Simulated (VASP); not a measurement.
# As (R-3m) in VASP: notebook, part 2 of 2

VASP 6.6.1.

## (3) Single point, PBE

INCAR reads:

```
ALGO     = Normal         # electronic algorithm
EDIFF    = 1E-7           # SCF threshold, eV
ENCUT    = 520            # plane-wave cutoff, eV
GGA      = PE             # functional
ISIF     = 2              # what is computed and relaxed
ISMEAR   = 1              # smearing method
LASPH    = T              # aspherical terms in the spheres
LCHARG   = T              # write CHGCAR
LELF     = T              # ELF
LREAL    = F              # projectors in reciprocal space
LVHAR    = T            
LWAVE    = F              # write WAVECAR
NBANDS   = 12             # bands
NELM     = 100            # most SCF steps
PREC     = Accurate       # precision mode
SIGMA    = 0.1            # smearing width, eV
```

KPOINTS reads:

```
k-points
0
Gamma
  10 10 10
```

POSCAR reads:

```
As
1.0
    1.9036109523      1.0990502958      3.6081612956
   -1.9036109523      1.0990502958      3.6081612956
    0.0000000000     -2.1981005915      3.6081612956
As
2
Direct
    0.7737100447      0.7737100447      0.7737100447
    0.2262899553      0.2262899553      0.2262899553
```

Potentials or basis: VASP PAW PBE potentials, release 64 (As).

Started as:

```sh
$ cat potpaw_PBE.64/As/POTCAR > POTCAR
$ mpirun -np 1 vasp_std > vasp.out
```

OUTCAR:

```text
EDIFF = 1E-7
   ENCUT = 520
   GGA = PE
   ISIF = 2
   ISMEAR = 1
   LASPH = T
   LREAL = F
   NELM = 100
   PREC = Accurate

 ion  position               nearest neighbor table
   1  0.774  0.774  0.774-   2 2.55   2 2.55   2 2.55
   2  0.226  0.226  0.226-   1 2.55   1 2.55   1 2.55

  LATTYP: Found a trigonal (rhomboedric) cell.
 ALAT       =     4.2249821474
 COS(alpha) =     0.5939900948

  Lattice vectors:

 A1 = (   1.9036109523,   1.0990502958,   3.6081612956)
 A2 = (  -1.9036109523,   1.0990502958,   3.6081612956)
 A3 = (   0.0000000000,  -2.1981005915,   3.6081612956)

Analysis of symmetry for initial positions (statically):
=====================================================================
 Subroutine PRICEL returns:
 Original cell was already a primitive cell.

 Routine SETGRP: Setting up the symmetry group for a
 trigonal (rhombohedral) supercell.

 Subroutine GETGRP returns: Found 12 space group operations
 (whereof 12 operations were pure point group operations)
 out of a pool of 12 trial point group operations.

The static configuration has the point symmetry D_3d.

[... 166 lines left out ...]
 fundamental gap:      0.0645197372
 Fermi energy:         4.9934852726

 k-point     1 :       0.0000    0.0000    0.0000
  band No.  band energies     occupation
      1      -9.7107      2.00000
      2      -1.1664      2.00000
      3       2.4847      2.00000
      4       3.0507      2.00000
      5       3.0507      2.00000
      6       6.5359     -0.00000
      7       7.7363      0.00000
      8       7.7363      0.00000
      9      11.8815      0.00000
     10      11.8815      0.00000
     11      12.2481      0.00000
     12      13.6584      0.00000
[... 331 lines left out ...]
 k-point    24 :       0.4000    0.3000   -0.0000
  band No.  band energies     occupation
      1      -7.9067      2.00000
      2      -4.0644      2.00000
      3       0.0080      2.00000
      4       1.2127      2.00000
      5       1.9086      2.00000
      6       7.2243      0.00000
      7       9.0354      0.00000
      8       9.2319      0.00000
      9      10.5368      0.00000
     10      15.1983      0.00000
     11      15.3757      0.00000
     12      16.1518      0.00000

 [... further k-points ...]
[... 5 lines left out ...]
  --------------------------------------------------------------------------------------
  -------------------------------------------------------------------------------------
  Total        0.0849951      0.0849951      0.0329343      0.0000000      0.0000000      0.0000000
  in kB        3.0065711      3.0065711      1.1649988      0.0000000      0.0000000      0.0000000
  external PRESSURE =       2.3927137 kB  Pullay stress =       0.0000000 kB

 VOLUME and BASIS-vectors are now :
 -----------------------------------------------------------------------------
  energy-cutoff  :      520.00
  volume of cell :       45.29
      direct lattice vectors                 reciprocal lattice vectors
     1.903610952  1.099050296  3.608161296     0.262658712  0.151646078  0.092383158
    -1.903610952  1.099050296  3.608161296    -0.262658712  0.151646078  0.092383158
     0.000000000 -2.198100591  3.608161296     0.000000000 -0.303292156  0.092383158

 POSITION                                       TOTAL-FORCE (eV/Angst)
 -----------------------------------------------------------------------------------
      0.00000      0.00000      8.37501         0.000000     -0.000000     -0.051875
      0.00000      0.00000      2.44947         0.000000      0.000000      0.051875
 -----------------------------------------------------------------------------------
    total drift:                                0.000000     -0.000000      0.000000

  FREE ENERGIE OF THE ION-ELECTRON SYSTEM (eV)
  ---------------------------------------------------
  free  energy   TOTEN  =        -9.3461872765 eV

  energy  without entropy=       -9.3458854952  energy(sigma->0) =       -9.34608668
```

stdout:

```text
POSCAR found type information on POSCAR As
 POSCAR found :  1 types and       2 ions
 scaLAPACK will be used
 LDA part: xc-table for (Slater+PW92), standard interpolation
 POSCAR, INCAR and KPOINTS ok, starting setup
 FFT: planning ... GRIDC
 FFT: planning ... GRID_SOFT
 FFT: planning ... GRID
 WAVECAR not read
 entering main loop
```

Run time: 26 s. Hardware: 1 thread of Intel Xeon Platinum 8488C (Sapphire Rapids), shared host; peak memory 0.2 GiB.

Results:

| Quantity | Value |
| --- | --- |
| Free energy | -9.3462 eV |
| Pressure | 0.2 GPa |
| Largest force | 0.052 eV/Å |
| Band gap on the k mesh | zero (band 5 reaches 5.04 eV, above the bottom of band 6 at 4.64 eV) |

Forces in eV/Å, atoms in the order of the input:
```
As   0.000  0.000 -0.052
As   0.000  0.000  0.052
```

Stress tensor (GPa, compression positive):
```
0.30 0.00 0.00
0.00 0.30 0.00
0.00 0.00 0.12
```

Levels at points of the mesh, in eV from the Fermi level:
```tsv
k point	band 3	band 4	band 5	band 6	band 7	band 8
(0.00, 0.00, 0.00)	-2.51	-1.94	-1.94	1.54	2.74	2.74
(0.50, 0.00, 0.00)	-2.83	-2.77	-0.52	-0.36	0.33	1.39
(0.50, 0.50, 0.00)	-5.76	-4.05	-3.93	1.54	5.06	6.57
(0.50, 0.50, 0.50)	-1.69	-1.69	-0.70	0.82	0.82	1.66
```

## (4) Single point, PBE

INCAR reads:

```
ALGO = Normal
EDIFF = 1E-7
ENCUT = 520
GGA = PE
ISIF = 2
ISMEAR = 1
LASPH = True
LCHARG = False
LREAL = False
LWAVE = False
NBANDS = 12
NELM = 60
PREC = Accurate
SIGMA = 0.2
```

KPOINTS is that of step 3.

POSCAR is that of step 3.

Started as:

```sh
$ cat potpaw_PBE.64/As/POTCAR > POTCAR
$ mpirun -np 1 vasp_std > vasp.out
```

Wall time 25 s (1 thread of Intel Xeon Platinum 8488C (Sapphire Rapids), shared host); peak memory 0.2 GiB.

The run converged. Its results:

```
Free energy            : -9.3464 eV
Pressure               : 0.2 GPa
Largest force          : 0.052 eV/Å
Band gap on the k mesh : zero (band 5 reaches 5.04 eV, above the bottom of band 6 at 4.64 eV)
```

Forces in eV/Å, atoms in the order of the input:
```
As   0.000  0.000 -0.052
As   0.000  0.000  0.052
```

Stress tensor (GPa, compression positive):
```
0.30 0.00 0.00
0.00 0.30 0.00
0.00 0.00 0.13
```

Levels at points of the mesh, in eV from the Fermi level:
| k point | band 3 | band 4 | band 5 | band 6 | band 7 | band 8 |
| --- | --- | --- | --- | --- | --- | --- |
| (0.00, 0.00, 0.00) | -2.50 | -1.93 | -1.93 | 1.55 | 2.75 | 2.75 |
| (0.50, 0.00, 0.00) | -2.82 | -2.76 | -0.50 | -0.35 | 0.34 | 1.40 |
| (0.50, 0.50, 0.00) | -5.74 | -4.04 | -3.91 | 1.55 | 5.07 | 6.58 |
| (0.50, 0.50, 0.50) | -1.68 | -1.68 | -0.69 | 0.83 | 0.83 | 1.67 |

## (5) Single point, PBE (volume scaled by 1.04)

INCAR reads:

```
PREC = Accurate ; ENCUT = 520
EDIFF = 1E-7 ; ISMEAR = -1
SIGMA = 0.1 ; LREAL = F
LASPH = T ; NELM = 60
ALGO = Normal ; ISIF = 2
LWAVE = F ; LCHARG = T
GGA = PE ; LELF = T
LVHAR = T ; NBANDS = 12
```

KPOINTS reads:

```
Automatic mesh
0
Gamma
  16 16 16
```

POSCAR reads:

```
As
1.0
    1.9286613376      1.1135131424      3.6556425472
   -1.9286613376      1.1135131424      3.6556425472
    0.0000000000     -2.2270262848      3.6556425472
As
2
Direct
    0.7737100447      0.7737100447      0.7737100447
    0.2262899553      0.2262899553      0.2262899553
```

Started as:

```sh
$ cat potpaw_PBE.64/As/POTCAR > POTCAR
$ mpirun -np 1 vasp_std > vasp.out
```

Run time: 98 s. Hardware: 1 thread of AMD EPYC 9R45 (Zen 5), shared host; peak memory 0.3 GiB.

It converged, with:

- Free energy: -9.3344 eV
- Pressure: -2.2 GPa
- Largest force: 0.212 eV/Å
- Band gap on the k mesh: zero (band 5 reaches 4.68 eV, above the bottom of band 6 at 4.24 eV)

Forces on the atoms (eV/Å):
```
As   0.000  0.000  0.212
As   0.000  0.000 -0.212
```

Stress tensor (GPa, compression positive):
```
-2.48  0.00  0.00
 0.00 -2.48  0.00
 0.00  0.00 -1.65
```

Levels at points of the mesh, in eV from the Fermi level:
```csv
k point,band 1,band 2,band 3,band 4,band 5,band 6,band 7,band 8,band 9,band 10
"(0.00, 0.00, 0.00)",-14.38,-6.35,-2.39,-1.87,-1.87,1.53,2.67,2.67,6.90,6.90
"(0.50, 0.00, 0.00)",-11.92,-10.74,-2.74,-2.65,-0.56,-0.35,0.39,1.39,8.67,8.67
"(0.50, 0.50, 0.00)",-11.93,-9.61,-5.55,-3.87,-3.76,1.64,4.84,6.38,6.39,10.28
"(0.50, 0.50, 0.50)",-13.30,-9.68,-1.62,-1.62,-0.78,0.83,0.83,1.51,7.77,10.07
```

## (6) Overview

```csv
cell,k mesh,smearing,gap on the mesh (eV),pressure (GPa),largest force (eV/Å)
"a = 4.225 Å, angles 53.6°, 2 atoms",10 × 10 × 10,methfessel-paxton 0.03 eV,none,0.3,0.05
"a = 4.225 Å, angles 53.6°, 2 atoms",10 × 10 × 10,methfessel-paxton 0.1 eV,none,0.2,0.05
"a = 4.225 Å, angles 53.6°, 2 atoms",10 × 10 × 10,methfessel-paxton 0.2 eV,none,0.2,0.05
"a = 4.281 Å, angles 53.6°, 2 atoms",16 × 16 × 16,fermi-dirac 0.1 eV,none,-2.2,0.21
```

Alike in all rows: task single point; level PBE; potentials or basis VASP PAW PBE potentials, release 64 (As); no spin polarisation; cutoff (eV) 520.

Every run on the cell as given and a fine mesh finds a metal.

Absolute energies hang on the potentials; compare differences alone.
